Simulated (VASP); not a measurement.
Set up this calculation in VASP 6.6.1, as the native input.

```
Task                   : single point
Functional             : PBEsol
Potentials or basis    : VASP PAW PBE potentials, release 64 (Y_sv, S)
Cutoff                 : 520 eV
k mesh                 : 16 × 16 × 16
Occupations            : gaussian, width 0.15 eV
Spin                   : no spin polarisation
Dipole correction      : no
Further INCAR settings : ALGO = Normal; EDIFF = 1e-06; NBANDS = 16
```

The structure of YS lies in POSCAR:

```
YS
1.0
    0.0000000000      2.7436500000      2.7436500000
    2.7436500000      0.0000000000      2.7436500000
    2.7436500000      2.7436500000      0.0000000000
Y S
1 1
Direct
    0.5000000000      0.5000000000      0.5000000000
   -0.0797295573     -0.0797295573      0.0797295573
```

This cell differs from its parent crystal: all S atoms moved +0.438 Å, as atom 2 towards its neighbour atom 1 (Y) at 2.744 Å.

One way to write it, as run:

INCAR

```
PREC = Accurate ; ENCUT = 520
EDIFF = 1E-6 ; ISMEAR = 0
SIGMA = 0.15 ; LREAL = F
LASPH = T ; NELM = 60
ALGO = Normal ; ISIF = 2
LWAVE = F ; LCHARG = T
GGA = PS ; LELF = T
LVHAR = T ; NBANDS = 16
```

KPOINTS

```
Automatic mesh
0
Gamma
  16 16 16
```

Potentials or basis: VASP PAW PBE potentials, release 64 (Y_sv, S).

Launch:

```console
$ cat potpaw_PBE.64/Y_sv/POTCAR potpaw_PBE.64/S/POTCAR > POTCAR
$ mpirun -np 1 vasp_std > vasp.out
```

Results of the run:

The pressure is 8.0 GPa and the largest force is 4.582 eV/Å.

Caveat: the cell differs from its parent crystal (all S atoms moved +0.438 Å, as atom 2 towards its neighbour atom 1 (Y) at 2.744 Å); the PAW data sets were made with another functional, which shifts forces and pressure a little.

Wall time 7.4 min on 1 thread of Oxide Virtual Turin-like Processor, on a shared host, peak memory 0.35 GiB.
